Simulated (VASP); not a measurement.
# TaN (P6_3mc) in VASP: notebook, part 2 of 2

VASP 6.6.1. The steps go on from the part before.

**3. Single point, PBE**

This run uses another cell than the first one, of 13.12 Å³/atom, 0.943 times its volume.

File INCAR:

```
SYSTEM = TaN
PREC = Accurate
ENCUT = 600
EDIFF = 1E-6
ISMEAR = 0
SIGMA = 0.1
LREAL = .False.
LASPH = .True.
NELM = 120
ALGO = Normal
ISIF = 2
LWAVE = .False.
LCHARG = .False.
GGA = PE
NBANDS = 26
GGA_COMPAT = .False.
```

File KPOINTS:

```
regular mesh
0
Gamma
  6 6 4
  0 0 0
```

File POSCAR:

```
TaN
1.0
    3.1514143498      0.0000000000      0.0000000000
   -1.5757071749      2.7292048847      0.0000000000
    0.0000000000      0.0000000000      6.1029113131
Ta N
2 2
Direct
    0.3333333333      0.6666666667      0.0306209920
    0.6666666667      0.3333333333      0.5306209920
    0.3333333333      0.6666666667      0.3543790080
    0.6666666667      0.3333333333      0.8543790080
```

Potentials or basis: VASP PAW PBE potentials, release 64 (Ta_sv_GW, N).

On the command line:

```sh
$ cat potpaw_PBE.64/Ta_sv_GW/POTCAR potpaw_PBE.64/N/POTCAR > POTCAR
$ mpirun -np 1 vasp_std > vasp.out
```

OUTCAR:

```text
SYSTEM = TaN
   PREC = Accurate
   ENCUT = 600
   EDIFF = 1E-6
   ISMEAR = 0
   LREAL = .False.
   LASPH = .True.
   NELM = 120
   ISIF = 2
   GGA = PE

 ion  position               nearest neighbor table
   1  0.333  0.667  0.031-   3 1.98   4 2.11   4 2.11   4 2.11
   2  0.667  0.333  0.531-   4 1.98   3 2.11   3 2.11   3 2.11
   3  0.333  0.667  0.354-   1 1.98   2 2.11   2 2.11   2 2.11
   4  0.667  0.333  0.854-   2 1.98   1 2.11   1 2.11   1 2.11

  LATTYP: Found a hexagonal cell.
 ALAT       =     3.1514143498
 C/A-ratio  =     1.9365626464

  Lattice vectors:

 A1 = (   3.1514143498,   0.0000000000,   0.0000000000)
 A2 = (  -1.5757071749,   2.7292048847,   0.0000000000)
 A3 = (   0.0000000000,   0.0000000000,   6.1029113131)

Analysis of symmetry for initial positions (statically):
=====================================================================
 Subroutine PRICEL returns:
 Original cell was already a primitive cell.

 Routine SETGRP: Setting up the symmetry group for a
 hexagonal supercell.

 Subroutine GETGRP returns: Found 12 space group operations
 (whereof  6 operations were pure point group operations)
 out of a pool of 24 trial point group operations.

The static configuration has the point symmetry C_3v.
 The point group associated with its full space group is C_6v.

Analysis of symmetry for dynamics (positions and initial velocities):
=====================================================================
 Subroutine PRICEL returns:
 Original cell was already a primitive cell.

 Routine SETGRP: Setting up the symmetry group for a
 hexagonal supercell.

 Subroutine GETGRP returns: Found 12 space group operations
 (whereof  6 operations were pure point group operations)
 out of a pool of 24 trial point group operations.

The dynamic configuration has the point symmetry C_3v.
 The point group associated with its full space group is C_6v.

 Subroutine INISYM returns: Found 12 space group operations
 (whereof  6 operations are pure point group operations),
 and found     1 'primitive' translations

----------------------------------------------------------------------------------------

                                     Primitive cell

  volume of cell :      52.4903

  direct lattice vectors                    reciprocal lattice vectors
     3.151414350  0.000000000  0.000000000     0.317317842  0.183203541  0.000000000
    -1.575707175  2.729204885  0.000000000     0.000000000  0.366407083  0.000000000
     0.000000000  0.000000000  6.102911313     0.000000000  0.000000000  0.163856223

  length of vectors
     3.151414350  3.151414350  6.102911313     0.366407083  0.366407083  0.163856223

  position of ions in fractional coordinates (direct lattice)
     0.333333333  0.666666667  0.030620992
     0.666666667  0.333333333  0.530620992
     0.333333333  0.666666667  0.354379008
     0.666666667  0.333333333  0.854379008

  ion indices of the primitive-cell ions
   primitive index   ion index
                 1           1
                 2           2
                 3           3
                 4           4

----------------------------------------------------------------------------------------

 KPOINTS: regular mesh

Automatic generation of k-mesh.
 Grid dimensions read from file:
 generate k-points for:    6    6    4

 Generating k-lattice:

  Cartesian coordinates                     Fractional coordinates (reciprocal lattice)
     0.052886307  0.030533924  0.000000000     0.166666667 -0.000000000  0.000000000
     0.000000000  0.061067847  0.000000000     0.000000000  0.166666667  0.000000000
     0.000000000  0.000000000  0.040964056     0.000000000  0.000000000  0.250000000

  Length of vectors
     0.061067847  0.061067847  0.040964056

  Shift w.r.t. Gamma in fractional coordinates (k-lattice)
     0.000000000  0.000000000  0.000000000

 Subroutine IBZKPT returns following result:
 ===========================================

 Found     21 irreducible k-points:

 Following reciprocal coordinates:
            Coordinates               Weight
  0.000000  0.000000  0.000000      1.000000
  0.166667  0.000000  0.000000      6.000000
  0.333333  0.000000  0.000000      6.000000
  0.500000  0.000000  0.000000      3.000000
  0.166667  0.166667  0.000000      6.000000
  0.333333  0.166667  0.000000     12.000000
[... 13 lines left out ...]
  0.333333  0.166667  0.500000     12.000000
  0.333333  0.333333  0.500000      2.000000
   k-points           NKPTS =     21   k-points in BZ     NKDIM =     21   number of bands    NBANDS=     26
   number of dos      NEDOS =    301   number of ions     NIONS =      4
   total plane-waves  NPLWV =  39200
   dimension x,y,z NGX =    28 NGY =   28 NGZ =   50
   dimension x,y,z NGXF=    56 NGYF=   56 NGZF=  100
   ions per type =               2   2
   NGX,Y,Z   is equivalent  to a cutoff of  14.77, 14.77, 13.62 a.u.
   NGXF,Y,Z  is equivalent  to a cutoff of  29.54, 29.54, 27.24 a.u.
 SYSTEM =  TaN
   PREC   = accura    normal or accurate (medium, high low for compatibility)
   ISTART =      0    job   : 0-new  1-cont  2-samecut
   ICHARG =      2    charge: 1-file 2-atom 10-const
   ISPIN  =      1    spin polarized calculation?
   LNONCOLLINEAR =      F non collinear calculations
   LSORBIT =      F    spin-orbit coupling
   LASPH  =      T    aspherical Exc in radial PAW
   ENCUT  =  600.0 eV  44.10 Ry    6.64 a.u.   6.29  6.29 12.19*2*pi/ulx,y,z
   NELM   =    120;   NELMIN=  2; NELMDL= -5     # of ELM steps
   EDIFF  = 0.1E-05   stopping-criterion for ELM
   LREAL  =      F    real-space projection
   EDIFFG = 0.1E-04   stopping-criterion for IOM
   NSW    =      0    number of steps for IOM
   IBRION =     -1    ionic relax: 0-MD 1-quasi-New 2-CG
   NFREE  =      0    steps in history (QN), initial steepest desc. (CG)
   ISIF   =      2    stress and relaxation
   ISYM   =      2    0-nonsym 1-usesym 2-fastsym
   POTIM  = 0.5000    time-step for ionic-motion
   TEBEG  =    0.0;   TEEND  =   0.0 temperature during run
   PSTRESS=    0.0 pullay stress
   NELECT =      36.0000    total number of electrons
   NUPDOWN=      -1.0000    fix difference up-down
   EMIN   =  10.00;   EMAX   =-10.00  energy-range for DOS
   EFERMI =   0.00;   METHOD = LEGACY
   ISMEAR =     0;   SIGMA  =   0.10  broadening in eV -4-tet -1-fermi 0-gaus
   EFERMI_NEDOS =   21; number of points for ismear=-14 and -15
   IALGO  =     38    algorithm
   IMIX   =      4    mixing-type and parameters
     AMIX     =   0.40;   BMIX     =  1.00
     AMIX_MAG =   1.60;   BMIX_MAG =  1.00
  volume/ion in A,a.u.               =      13.12        88.56
  Fermi-wavevector in a.u.,A,eV,Ry     =   1.443719  2.728234 28.358969  2.084325
  Thomas-Fermi vector in A             =   2.562095
   LORBIT       =      0    0 simple, 1 ext, 2 COOP (PROOUT), +10 PAW based schemes
   GGA     = PE    functional components
   LHFCALC =     F    Hartree Fock is set to
   AEXX    =    0.0000 exact exchange contribution
   IVDW    =     0    specifies the selected vdW correction
   LEPSILON=     F    determine dielectric tensor
   LRPA    =     F    only Hartree local field effects (RPA)
 non-spin polarized calculation
 Gauss-broadening in eV      SIGMA  =   0.10
  energy-cutoff  :      600.00
  volume of cell :       52.49
 maximum number of plane-waves:      1768
 NGX is ok and might be reduce to    28
   NGX = 13   NGY = 13   NGZ = 25

 number of electron      36.0000003 magnetization

 Free energy of the ion-electron system (eV)
  ---------------------------------------------------
  ext. energy  EPLUGINS =         0.00000000
  ---------------------------------------------------
  free energy    TOTEN  =       -48.42403936 eV

  energy without entropy =      -48.42201228  energy(sigma->0) =      -48.42302582

 E-fermi :   9.9416     XC(G=0): -12.3813

 val. band max:        9.7044968771   @ k =   0.0000   0.0000   0.2500
 cond. band min:       9.9516361817   @ k =   0.3333   0.3333   0.0000
 fundamental gap:      0.2471393046
 Fermi energy:         9.9415906370

 k-point     1 :       0.0000    0.0000    0.0000
  band No.  band energies     occupation
      1     -58.8956      2.00000
      2     -58.8858      2.00000
      3     -25.7054      2.00000
      4     -25.3770      2.00000
      5     -25.1333      2.00000
      6     -25.1333      2.00000
[... 598 lines left out ...]
     25      16.1095      0.00000
     26      16.1095      0.00000

------------------------ aborting loop because EDIFF is reached ----------------------------------------

  FORCE on cell =-STRESS in cart. coord.  units (eV):
  Direction    XX          YY          ZZ          XY          YZ          ZX
  --------------------------------------------------------------------------------------
  -------------------------------------------------------------------------------------
  Total       -0.0462771     -0.0462771      0.0883371      0.0000000      0.0000000      0.0000000
  in kB       -1.4125299     -1.4125299      2.6963428      0.0000000      0.0000000      0.0000000
  external PRESSURE =      -0.0429057 kB  Pullay stress =       0.0000000 kB

 VOLUME and BASIS-vectors are now :
 -----------------------------------------------------------------------------
  energy-cutoff  :      600.00
  volume of cell :       52.49
      direct lattice vectors                 reciprocal lattice vectors
     3.151414350  0.000000000  0.000000000     0.317317842  0.183203541  0.000000000
    -1.575707175  2.729204885  0.000000000     0.000000000  0.366407083  0.000000000
     0.000000000  0.000000000  6.102911313     0.000000000  0.000000000  0.163856223

 POSITION                                       TOTAL-FORCE (eV/Angst)
 -----------------------------------------------------------------------------------
     -0.00000      1.81947      0.18688        -0.000000     -0.000000     -0.018931
      1.57571      0.90973      3.23833        -0.000000      0.000000     -0.018931
     -0.00000      1.81947      2.16274         0.000000     -0.000000      0.018931
      1.57571      0.90973      5.21420         0.000000      0.000000      0.018931
 -----------------------------------------------------------------------------------
    total drift:                               -0.000001      0.000000     -0.000380

  FREE ENERGIE OF THE ION-ELECTRON SYSTEM (eV)
  ---------------------------------------------------
  free  energy   TOTEN  =       -48.4240393635 eV

  energy  without entropy=      -48.4220122755  energy(sigma->0) =      -48.42302582
```

stdout:

```text
POSCAR found type information on POSCAR TaN
 POSCAR found :  2 types and       4 ions
 scaLAPACK will be used
 LDA part: xc-table for (Slater+PW92), standard interpolation
 POSCAR, INCAR and KPOINTS ok, starting setup
 FFT: planning ... GRIDC
 FFT: planning ... GRID_SOFT
 FFT: planning ... GRID
 WAVECAR not read
 entering main loop
```

It took 50 s on 1 thread of Intel Xeon Platinum 8488C (Sapphire Rapids), shared host; peak memory 0.2 GiB.

What came out:

```yaml
Free_energy: -48.4240 eV
Pressure: 0.0 GPa
Largest_force: 0.019 eV/Å
Band_gap_on_the_k_mesh: zero (band 18 reaches 10.07 eV, above the bottom of band 19 at 9.95 eV)
```

Forces in eV/Å, atoms in the order of the input:
```
Ta   0.000  0.000 -0.019
Ta   0.000  0.000 -0.019
N    0.000  0.000  0.019
N    0.000  0.000  0.019
```

Caveat: the k points lie up to 0.38 Å⁻¹ apart; spin-orbit coupling is left out, which moves the levels of the heavy elements.
